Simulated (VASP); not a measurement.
# Mg2CdTe3 (P6_3mc) in VASP: further runs, part 2 of 3

VASP 6.6.1.

**3. Single point, PBE**

This run uses another cell than the first one, of 34.78 Å³/atom, 1.290 times its volume.

File INCAR:

```
SYSTEM = Mg2CdTe3
PREC = Accurate ; ENCUT = 520
EDIFF = 1E-7 ; ISMEAR = 0
SIGMA = 0.1 ; LREAL = .False.
LASPH = .True. ; NELM = 80
ALGO = Normal ; ISIF = 2
LWAVE = .False. ; LCHARG = .False.
GGA = PE ; NBANDS = 46
```

File KPOINTS:

```
Automatic mesh
0
Gamma
  6 6 1
  0 0 0
```

File POSCAR:

```
Mg2CdTe3
1.0
    4.6185496166      0.0000000031      0.0000000000
   -2.3092748110      3.9997812950      0.0000000000
    0.0000000000      0.0000000000     22.5911234296
Mg Cd Te
4 2 6
Direct
    0.3333333333      0.6666666667      0.6643150061
    0.3333333333      0.6666666667      0.9994618944
    0.6666666667      0.3333333333      0.1643150061
    0.6666666667      0.3333333333      0.4994618944
    0.3333333333      0.6666666667      0.3333382492
    0.6666666667      0.3333333333      0.8333382492
    0.3333333333      0.6666666667      0.1242278175
    0.3333333333      0.6666666667      0.4596608267
    0.3333333333      0.6666666667      0.7889962062
    0.6666666667      0.3333333333      0.2889962062
    0.6666666667      0.3333333333      0.6242278175
    0.6666666667      0.3333333333      0.9596608267
```

Potentials or basis: VASP PAW PBE potentials, release 64 (Mg, Cd, Te).

Started as:

```sh
cat potpaw_PBE.64/Mg/POTCAR potpaw_PBE.64/Cd/POTCAR potpaw_PBE.64/Te/POTCAR > POTCAR
mpirun -np 1 vasp_std > vasp.out
```

OUTCAR:

```text
SYSTEM = Mg2CdTe3
   PREC = Accurate
   ENCUT = 520
   EDIFF = 1E-7
   ISMEAR = 0
   LREAL = .False.
   LASPH = .True.
   NELM = 80
   ISIF = 2
   GGA = PE

 ion  position               nearest neighbor table
   1  0.333  0.667  0.664-  11 2.82  11 2.82  11 2.82   9 2.82
   2  0.333  0.667  0.999-  12 2.81  12 2.81  12 2.81   7 2.82
   3  0.667  0.333  0.164-   7 2.82   7 2.82   7 2.82  10 2.82
   4  0.667  0.333  0.499-   8 2.81   8 2.81   8 2.81  11 2.82
   5  0.333  0.667  0.333-  10 2.85  10 2.85  10 2.85   8 2.85
   6  0.667  0.333  0.833-   9 2.85   9 2.85   9 2.85  12 2.85
   7  0.333  0.667  0.124-   3 2.82   3 2.82   3 2.82   2 2.82
   8  0.333  0.667  0.460-   4 2.81   4 2.81   4 2.81   5 2.85
   9  0.333  0.667  0.789-   1 2.82   6 2.85   6 2.85   6 2.85
  10  0.667  0.333  0.289-   3 2.82   5 2.85   5 2.85   5 2.85
  11  0.667  0.333  0.624-   1 2.82   1 2.82   1 2.82   4 2.82
  12  0.667  0.333  0.960-   2 2.81   2 2.81   2 2.81   6 2.85

  LATTYP: Found a hexagonal cell.
 ALAT       =     4.6185496166
 C/A-ratio  =     4.8913891384

  Lattice vectors:

 A1 = (   4.6185496166,   0.0000000031,   0.0000000000)
[... 531 lines left out ...]

------------------------ aborting loop because EDIFF is reached ----------------------------------------

  FORCE on cell =-STRESS in cart. coord.  units (eV):
  Direction    XX          YY          ZZ          XY          YZ          ZX
  --------------------------------------------------------------------------------------
  -------------------------------------------------------------------------------------
  Total        0.8512560      0.8512560      0.9171137     -0.0000000      0.0000000      0.0000000
  in kB        3.2680680      3.2680680      3.5209031     -0.0000000      0.0000000      0.0000000
  external PRESSURE =       3.3523464 kB  Pullay stress =       0.0000000 kB

 VOLUME and BASIS-vectors are now :
 -----------------------------------------------------------------------------
  energy-cutoff  :      520.00
  volume of cell :      417.33
      direct lattice vectors                 reciprocal lattice vectors
     4.618549617  0.000000003  0.000000000     0.216518189  0.125006835  0.000000000
    -2.309274811  3.999781295  0.000000000    -0.000000000  0.250013670  0.000000000
     0.000000000  0.000000000 22.591123430     0.000000000  0.000000000  0.044265174

 POSITION                                       TOTAL-FORCE (eV/Angst)
 -----------------------------------------------------------------------------------
     -0.00000      2.66652     15.00762        -0.000000     -0.000000     -0.006801
     -0.00000      2.66652     22.57897         0.000000     -0.000000      0.005605
      2.30927      1.33326      3.71206         0.000000     -0.000000     -0.006801
      2.30927      1.33326     11.28341        -0.000000     -0.000000      0.005605
     -0.00000      2.66652      7.53049        -0.000000     -0.000000     -0.014040
      2.30927      1.33326     18.82605         0.000000      0.000000     -0.014040
     -0.00000      2.66652      2.80645         0.000000     -0.000000     -0.008416
     -0.00000      2.66652     10.38425        -0.000000      0.000000      0.032908
     -0.00000      2.66652     17.82431         0.000000      0.000000     -0.009255
      2.30927      1.33326      6.52875        -0.000000     -0.000000     -0.009255
      2.30927      1.33326     14.10201        -0.000000     -0.000000     -0.008416
      2.30927      1.33326     21.67982         0.000000     -0.000000      0.032908
 -----------------------------------------------------------------------------------
    total drift:                               -0.000000     -0.000000     -0.000956

  FREE ENERGIE OF THE ION-ELECTRON SYSTEM (eV)
  ---------------------------------------------------
  free  energy   TOTEN  =       -35.1928864611 eV

  energy  without entropy=      -35.1928864611  energy(sigma->0) =      -35.19288646
```

OSZICAR:

```text
N       E                     dE             d eps       ncg     rms          rms(c)
DAV:   1     0.345895862704E+03    0.34590E+03   -0.25656E+04   644   0.119E+03
DAV:   2    -0.104610263527E+02   -0.35636E+03   -0.34327E+03   780   0.230E+02
DAV:   3    -0.359910917943E+02   -0.25530E+02   -0.25414E+02   770   0.614E+01
DAV:   4    -0.364904567355E+02   -0.49936E+00   -0.49898E+00   816   0.863E+00
DAV:   5    -0.364971137839E+02   -0.66570E-02   -0.66566E-02   766   0.117E+00    0.894E+00
DAV:   6    -0.352997401686E+02    0.11974E+01   -0.22457E+00   738   0.786E+00    0.702E+00
DAV:   7    -0.351775254472E+02    0.12221E+00   -0.12265E+00   778   0.360E+00    0.267E+00
DAV:   8    -0.351920907313E+02   -0.14565E-01   -0.79950E-02   736   0.171E+00    0.123E+00
DAV:   9    -0.351924864542E+02   -0.39572E-03   -0.13741E-02   704   0.586E-01    0.308E-01
DAV:  10    -0.351925636532E+02   -0.77199E-04   -0.59428E-03   780   0.412E-01    0.113E-01
DAV:  11    -0.351926674791E+02   -0.10383E-03   -0.74451E-04   722   0.141E-01    0.488E-02
DAV:  12    -0.351928233392E+02   -0.15586E-03   -0.14580E-04   704   0.397E-02    0.299E-02
DAV:  13    -0.351928810017E+02   -0.57662E-04   -0.94702E-05   704   0.377E-02    0.107E-02
DAV:  14    -0.351928858828E+02   -0.48811E-05   -0.85971E-06   776   0.153E-02    0.789E-03
DAV:  15    -0.351928861891E+02   -0.30638E-06   -0.29100E-06   696   0.556E-03    0.175E-03
DAV:  16    -0.351928863036E+02   -0.11441E-06   -0.58010E-08   538   0.871E-04    0.946E-04
DAV:  17    -0.351928864291E+02   -0.12558E-06   -0.20191E-07   576   0.139E-03    0.905E-04
DAV:  18    -0.351928864611E+02   -0.31985E-07   -0.13001E-08   452   0.445E-04
   1 F= -.35192886E+02 E0= -.35192886E+02  d E =-.179534E-10
```

stdout:

```text
POSCAR found type information on POSCAR MgCdTe
 POSCAR found :  3 types and      12 ions
 scaLAPACK will be used
 LDA part: xc-table for (Slater+PW92), standard interpolation
 POSCAR, INCAR and KPOINTS ok, starting setup
 FFT: planning ... GRIDC
 FFT: planning ... GRID_SOFT
 FFT: planning ... GRID
 WAVECAR not read
 entering main loop
```

It took 4.2 min on 1 thread of Intel Xeon 6975P-C, shared host; peak memory 0.56 GiB.

What came out:

| Item | Value |
| --- | --- |
| Free energy | -35.1929 eV |
| Pressure | 0.3 GPa |
| Largest force | 0.033 eV/Å |
| Band gap on the k mesh | 1.51 eV, direct |

Forces in eV/Å, atoms in the order of the input:
```
Mg   0.000  0.000 -0.007
Mg   0.000  0.000  0.006
Mg   0.000  0.000 -0.007
Mg   0.000  0.000  0.006
Cd   0.000  0.000 -0.014
Cd   0.000  0.000 -0.014
Te   0.000  0.000 -0.008
Te   0.000  0.000  0.033
Te   0.000  0.000 -0.009
Te   0.000  0.000 -0.009
Te   0.000  0.000 -0.008
Te   0.000  0.000  0.033
```

Levels at points of the mesh, in eV from the valence-band top:
```tsv
k point	band 31	band 32	band 33	band 34	band 35	band 36	band 37	band 38
(0.00, 0.00, 0.00)	-0.04	-0.04	0.00	0.00	1.51	2.05	2.57	2.76
(0.50, 0.00, 0.00)	-0.99	-0.89	-0.81	-0.64	2.27	2.75	2.80	2.95
```

Caveat: spin-orbit coupling is left out, which moves the levels of the heavy elements. As with any semilocal functional, this PBE gap is likely too small.

**4. Single point, PBE**

This run uses another cell than the first one, of 35.09 Å³/atom, 1.302 times its volume.

File INCAR:

```
PREC = Accurate
ENCUT = 520
EDIFF = 1E-6
ISMEAR = 0
SIGMA = 0.02
LREAL = False
LASPH = True
NELM = 60
ALGO = Normal
ISIF = 2
LWAVE = False
LCHARG = False
GGA = PE
NBANDS = 46
```

File KPOINTS:

```
regular mesh
0
Gamma
  6 6 2
```

File POSCAR:

```
Mg2CdTe3
1.0
    4.6334553293      0.0000000000      0.0000000000
   -2.3167276646      4.0126900224      0.0000000000
    0.0000000000      0.0000000000     22.6465911351
Mg Cd Te
4 2 6
Direct
    0.3333333333      0.6666666667      0.6642392747
    0.3333333333      0.6666666667      0.9994673312
    0.6666666667      0.3333333333      0.1642392747
    0.6666666667      0.3333333333      0.4994673312
    0.3333333333      0.6666666667      0.3332201995
    0.6666666667      0.3333333333      0.8332201995
    0.3333333333      0.6666666667      0.1242230673
    0.3333333333      0.6666666667      0.4597556794
    0.3333333333      0.6666666667      0.7890944480
    0.6666666667      0.3333333333      0.2890944480
    0.6666666667      0.3333333333      0.6242230673
    0.6666666667      0.3333333333      0.9597556794
```

Potentials or basis: VASP PAW PBE potentials, release 64 (Mg, Cd, Te).

Started as:

```sh
cat potpaw_PBE.64/Mg/POTCAR potpaw_PBE.64/Cd/POTCAR potpaw_PBE.64/Te/POTCAR > POTCAR
mpirun -np 1 vasp_std > vasp.out
```

OUTCAR:

```text
PREC = Accurate
   ENCUT = 520
   EDIFF = 1E-6
   ISMEAR = 0
   LREAL = False
   LASPH = True
   NELM = 60
   ISIF = 2
   GGA = PE

 ion  position               nearest neighbor table
   1  0.333  0.667  0.664-  11 2.82  11 2.82  11 2.82   9 2.83
   2  0.333  0.667  0.999-  12 2.82  12 2.82  12 2.82   7 2.83
   3  0.667  0.333  0.164-   7 2.82   7 2.82   7 2.82  10 2.83
   4  0.667  0.333  0.499-   8 2.82   8 2.82   8 2.82  11 2.83
   5  0.333  0.667  0.333-  10 2.86  10 2.86  10 2.86   8 2.87
   6  0.667  0.333  0.833-   9 2.86   9 2.86   9 2.86  12 2.87
   7  0.333  0.667  0.124-   3 2.82   3 2.82   3 2.82   2 2.83
   8  0.333  0.667  0.460-   4 2.82   4 2.82   4 2.82   5 2.87
   9  0.333  0.667  0.789-   1 2.83   6 2.86   6 2.86   6 2.86
  10  0.667  0.333  0.289-   3 2.83   5 2.86   5 2.86   5 2.86
  11  0.667  0.333  0.624-   1 2.82   1 2.82   1 2.82   4 2.83
  12  0.667  0.333  0.960-   2 2.82   2 2.82   2 2.82   6 2.87

  LATTYP: Found a hexagonal cell.
 ALAT       =     4.6334553293
 C/A-ratio  =     4.8876247909

  Lattice vectors:

 A1 = (   4.6334553293,   0.0000000000,   0.0000000000)
 A2 = (  -2.3167276646,   4.0126900224,   0.0000000000)
 A3 = (   0.0000000000,   0.0000000000,  22.6465911351)

Analysis of symmetry for initial positions (statically):
=====================================================================
 Subroutine PRICEL returns:
 Original cell was already a primitive cell.

 Routine SETGRP: Setting up the symmetry group for a
 hexagonal supercell.

 Subroutine GETGRP returns: Found 12 space group operations
 (whereof  6 operations were pure point group operations)
 out of a pool of 24 trial point group operations.

The static configuration has the point symmetry C_3v.
 The point group associated with its full space group is C_6v.

Analysis of symmetry for dynamics (positions and initial velocities):
=====================================================================
 Subroutine PRICEL returns:
 Original cell was already a primitive cell.

 Routine SETGRP: Setting up the symmetry group for a
 hexagonal supercell.

 Subroutine GETGRP returns: Found 12 space group operations
 (whereof  6 operations were pure point group operations)
 out of a pool of 24 trial point group operations.

The dynamic configuration has the point symmetry C_3v.
 The point group associated with its full space group is C_6v.

 Subroutine INISYM returns: Found 12 space group operations
 (whereof  6 operations are pure point group operations),
 and found     1 'primitive' translations

----------------------------------------------------------------------------------------

                                     Primitive cell

  volume of cell :     421.0595

  direct lattice vectors                    reciprocal lattice vectors
     4.633455329  0.000000000  0.000000000     0.215821656  0.124604691  0.000000000
    -2.316727665  4.012690022  0.000000000     0.000000000  0.249209382  0.000000000
     0.000000000  0.000000000 22.646591135     0.000000000  0.000000000  0.044156756

[... 73 lines left out ...]
  0.333333  0.333333  0.500000      2.000000
   k-points           NKPTS =     14   k-points in BZ     NKDIM =     14   number of bands    NBANDS=     46
   number of dos      NEDOS =    301   number of ions     NIONS =     12
   total plane-waves  NPLWV = 217728
   dimension x,y,z NGX =    36 NGY =   36 NGZ =  168
   dimension x,y,z NGXF=    72 NGYF=   72 NGZF=  336
   ions per type =               4   2   6
   NGX,Y,Z   is equivalent  to a cutoff of  12.92, 12.92, 12.33 a.u.
   NGXF,Y,Z  is equivalent  to a cutoff of  25.83, 25.83, 24.67 a.u.
 SYSTEM =  unknown system
   PREC   = accura    normal or accurate (medium, high low for compatibility)
   ISTART =      0    job   : 0-new  1-cont  2-samecut
   ICHARG =      2    charge: 1-file 2-atom 10-const
   ISPIN  =      1    spin polarized calculation?
   LNONCOLLINEAR =      F non collinear calculations
   LSORBIT =      F    spin-orbit coupling
   LASPH  =      T    aspherical Exc in radial PAW
   ENCUT  =  520.0 eV  38.22 Ry    6.18 a.u.   8.62  8.62 42.11*2*pi/ulx,y,z
   NELM   =     60;   NELMIN=  2; NELMDL= -5     # of ELM steps
   EDIFF  = 0.1E-05   stopping-criterion for ELM
   LREAL  =      F    real-space projection
   EDIFFG = 0.1E-04   stopping-criterion for IOM
   NSW    =      0    number of steps for IOM
   IBRION =     -1    ionic relax: 0-MD 1-quasi-New 2-CG
   NFREE  =      0    steps in history (QN), initial steepest desc. (CG)
   ISIF   =      2    stress and relaxation
   ISYM   =      2    0-nonsym 1-usesym 2-fastsym
   POTIM  = 0.5000    time-step for ionic-motion
   TEBEG  =    0.0;   TEEND  =   0.0 temperature during run
   PSTRESS=    0.0 pullay stress
   NELECT =      68.0000    total number of electrons
   NUPDOWN=      -1.0000    fix difference up-down
   EMIN   =  10.00;   EMAX   =-10.00  energy-range for DOS
   EFERMI =   0.00;   METHOD = LEGACY
   ISMEAR =     0;   SIGMA  =   0.02  broadening in eV -4-tet -1-fermi 0-gaus
   EFERMI_NEDOS =   21; number of points for ismear=-14 and -15
   IALGO  =     38    algorithm
   IMIX   =      4    mixing-type and parameters
     AMIX     =   0.40;   BMIX     =  1.00
     AMIX_MAG =   1.60;   BMIX_MAG =  1.00
  volume/ion in A,a.u.               =      35.09       236.79
  Fermi-wavevector in a.u.,A,eV,Ry     =   0.891518  1.684724 10.813963  0.794804
  Thomas-Fermi vector in A             =   2.013348
   LORBIT       =      0    0 simple, 1 ext, 2 COOP (PROOUT), +10 PAW based schemes
   GGA     = PE    functional components
   LHFCALC =     F    Hartree Fock is set to
   AEXX    =    0.0000 exact exchange contribution
   IVDW    =     0    specifies the selected vdW correction
   LEPSILON=     F    determine dielectric tensor
   LRPA    =     F    only Hartree local field effects (RPA)
 non-spin polarized calculation
 Gauss-broadening in eV      SIGMA  =   0.02
  energy-cutoff  :      520.00
  volume of cell :      421.06
 maximum number of plane-waves:     11395
 NGX is ok and might be reduce to    36
   NGX = 17   NGY = 17   NGZ = 85

 number of electron      67.9999997 magnetization

 Free energy of the ion-electron system (eV)
  ---------------------------------------------------
  ext. energy  EPLUGINS =         0.00000000
  ---------------------------------------------------
  free energy    TOTEN  =       -35.20219625 eV

  energy without entropy =      -35.20219625  energy(sigma->0) =      -35.20219625

 E-fermi :   1.9822     XC(G=0):  -7.9432

 val. band max:        1.8944757297   @ k =   0.0000   0.0000   0.0000
 cond. band min:       3.3798249425   @ k =   0.0000   0.0000   0.0000
 fundamental gap:      1.4853492128
 Fermi energy:         1.9822389509

 k-point     1 :       0.0000    0.0000    0.0000
  band No.  band energies     occupation
      1      -8.6259      2.00000
      2      -8.5566      2.00000
      3      -8.4659      2.00000
      4      -8.3381      2.00000
      5      -8.1546      2.00000
      6      -8.0969      2.00000
[... 675 lines left out ...]
     45       7.7168      0.00000
     46       7.7175      0.00000

------------------------ aborting loop because EDIFF is reached ----------------------------------------

  FORCE on cell =-STRESS in cart. coord.  units (eV):
  Direction    XX          YY          ZZ          XY          YZ          ZX
  --------------------------------------------------------------------------------------
  -------------------------------------------------------------------------------------
  Total        0.0479484      0.0479484      0.0638420      0.0000000      0.0000000      0.0000000
  in kB        0.1824490      0.1824490      0.2429259      0.0000000      0.0000000      0.0000000
  external PRESSURE =       0.2026080 kB  Pullay stress =       0.0000000 kB

 VOLUME and BASIS-vectors are now :
 -----------------------------------------------------------------------------
  energy-cutoff  :      520.00
  volume of cell :      421.06
      direct lattice vectors                 reciprocal lattice vectors
     4.633455329  0.000000000  0.000000000     0.215821656  0.124604691  0.000000000
    -2.316727665  4.012690022  0.000000000     0.000000000  0.249209382  0.000000000
     0.000000000  0.000000000 22.646591135     0.000000000  0.000000000  0.044156756

 POSITION                                       TOTAL-FORCE (eV/Angst)
 -----------------------------------------------------------------------------------
     -0.00000      2.67513     15.04276        -0.000000     -0.000000      0.001437
     -0.00000      2.67513     22.63453         0.000000     -0.000000      0.000894
      2.31673      1.33756      3.71946         0.000000     -0.000000      0.001437
      2.31673      1.33756     11.31123         0.000000      0.000000      0.000894
     -0.00000      2.67513      7.54630         0.000000     -0.000000      0.000230
      2.31673      1.33756     18.86960        -0.000000     -0.000000      0.000230
     -0.00000      2.67513      2.81323         0.000000      0.000000     -0.001121
     -0.00000      2.67513     10.41190        -0.000000     -0.000000      0.017501
     -0.00000      2.67513     17.87030         0.000000     -0.000000     -0.018941
      2.31673      1.33756      6.54700         0.000000     -0.000000     -0.018941
      2.31673      1.33756     14.13652        -0.000000     -0.000000     -0.001121
      2.31673      1.33756     21.73519         0.000000     -0.000000      0.017501
 -----------------------------------------------------------------------------------
    total drift:                               -0.000000     -0.000000     -0.000976

  FREE ENERGIE OF THE ION-ELECTRON SYSTEM (eV)
  ---------------------------------------------------
  free  energy   TOTEN  =       -35.2021962462 eV

  energy  without entropy=      -35.2021962462  energy(sigma->0) =      -35.20219625
```

Run time: 6.2 min. Hardware: 1 thread of Intel Xeon 6975P-C, shared host; peak memory 0.63 GiB.

What came out:

* Free energy: -35.2022 eV
* Pressure: 0.0 GPa
* Largest force: 0.019 eV/Å
* Band gap on the k mesh: 1.49 eV, direct

Forces on the atoms (eV/Å):
```
Mg   0.000  0.000  0.001
Mg   0.000  0.000  0.001
Mg   0.000  0.000  0.001
Mg   0.000  0.000  0.001
Cd   0.000  0.000  0.000
Cd   0.000  0.000  0.000
Te   0.000  0.000 -0.001
Te   0.000  0.000  0.018
Te   0.000  0.000 -0.019
Te   0.000  0.000 -0.019
Te   0.000  0.000 -0.001
Te   0.000  0.000  0.018
```

Levels at points of the mesh, in eV from the valence-band top:
| k point | band 32 | band 33 | band 34 | band 35 | band 36 | band 37 |
| --- | --- | --- | --- | --- | --- | --- |
| (0.00, 0.00, 0.00) | -0.04 | 0.00 | 0.00 | 1.49 | 2.02 | 2.55 |
| (0.50, 0.00, 0.00) | -0.87 | -0.80 | -0.63 | 2.27 | 2.74 | 2.80 |
| (0.00, 0.00, 0.50) | -0.02 | -0.02 | -0.02 | 1.82 | 1.82 | 2.56 |
| (0.50, 0.00, 0.50) | -1.04 | -0.69 | -0.69 | 2.49 | 2.49 | 2.93 |

Caveat: spin-orbit coupling is left out, which moves the levels of the heavy elements.

(Part 2 of 3 ends here.)
